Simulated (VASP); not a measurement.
## Pb: relaxation of cell and atoms with PBEsol

The system is Pb.

```
Pb
1.0
     3.93365    0.00000    0.00000
     0.00000    3.93365    0.00000
     0.00000    0.00000    3.93365
Pb
2
Direct
  0.00000 0.00000 0.00000
  0.50000 0.50000 0.50000
```

This isn't the form of Pb at room conditions, which is fcc.

```json
{"Program": "VASP 6.6.1", "Task": "relaxation of cell and atoms", "Functional": "PBEsol", "Potentials or basis": "VASP PAW PBE potentials, release 64 (Pb_d)", "Cutoff": "600 eV", "k mesh": "5 × 5 × 5", "Occupations": "methfessel-paxton, width 0.05 eV", "Spin": "no spin polarisation", "Dipole correction": "no", "Further INCAR settings": "ALGO = Normal; EDIFF = 1e-06; IBRION = 2; EDIFFG = -0.02; NSW = 80; ISIF = 3"}
```

```json
{
  "Pressure after relaxing": "0.1 GPa",
  "Band gap on the k mesh": "zero (bands 14 and 15 overlap by 3.44 eV)"
}
```

Final structure:
```
Pb
1.0
     3.93365    0.00000    0.00000
     0.00000    3.93365    0.00000
     0.00000    0.00000    3.93365
Pb
2
Cartesian
  0.0000 0.0000 0.0000
  1.9668 1.9668 1.9668
```

Levels at points of the mesh, in eV from the Fermi level:
```
           k point  band 11  band 12  band 13  band 14  band 15  band 16  band 17  band 18
(0.00, 0.00, 0.00)   -11.55    -4.98    -0.19    -0.19    -0.19     4.75     4.75     7.80
```

Run time: 17 s on 1 thread of Intel Xeon 8259CL (shared host), peak memory 0.17 GiB.

Caveat: the relaxation stopped at its first step, so nothing moved; the PAW data sets were made with another functional, which shifts forces and pressure a little; spin-orbit coupling is left out, which moves the levels of the heavy elements.
